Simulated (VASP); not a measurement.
Wanted: the native input for a VASP 6.6.1 run.

```
Task                   : single point
Functional             : BLYP
Dispersion             : D4
Potentials or basis    : VASP PAW PBE potentials, release 64 (In_d)
Cutoff                 : 520 eV
k mesh                 : 11 × 11 × 11
Occupations            : fermi-dirac, width 0.05 eV
Spin                   : no spin polarisation
Dipole correction      : no
Further INCAR settings : ALGO = Fast; EDIFF = 1e-07; NBANDS = 12
```

The structure of In lies in POSCAR:

```
In
1.0
   -1.6338347937      1.6338347937      2.6022085154
    1.6338347937     -1.6338347937      2.6022085154
    1.6338347937      1.6338347937     -2.6022085154
In
1
Direct
    0.0000000000      0.0000000000      0.0000000000
```

The input as run:

INCAR

```
PREC = Accurate
ENCUT = 520
EDIFF = 1E-7
ISMEAR = -1
SIGMA = 0.05
LREAL = False
LASPH = True
NELM = 80
ALGO = Fast
ISIF = 2
LWAVE = False
LCHARG = False
GGA = B5
ALDAX = 1.0
AGGAX = 1.0
AGGAC = 1.0
ALDAC = 0.0
IVDW = 13
VDW_S6 = 1.0
VDW_S8 = 2.34076671
VDW_A1 = 0.44488865
VDW_A2 = 4.0933009
NBANDS = 12
```

KPOINTS

```
Automatic mesh
0
Gamma
  11 11 11
```

Potentials or basis: VASP PAW PBE potentials, release 64 (In_d).

Command:

```bash
$ cat potpaw_PBE.64/In_d/POTCAR > POTCAR
$ mpirun -np 1 vasp_std > vasp.out
```

Results of the run:

The pressure is 0.0 GPa. The dispersion energy per atom is -0.621 eV.

Caveat: the PAW data sets were made with another functional, which shifts forces and pressure a little; pairwise dispersion overbinds metals, which lowers pressure and volume.

Wall time 30 s on 1 thread of Intel(R) Xeon(R) 6975P-C (Granite Rapids), with other jobs on the host, peak memory 0.18 GiB.
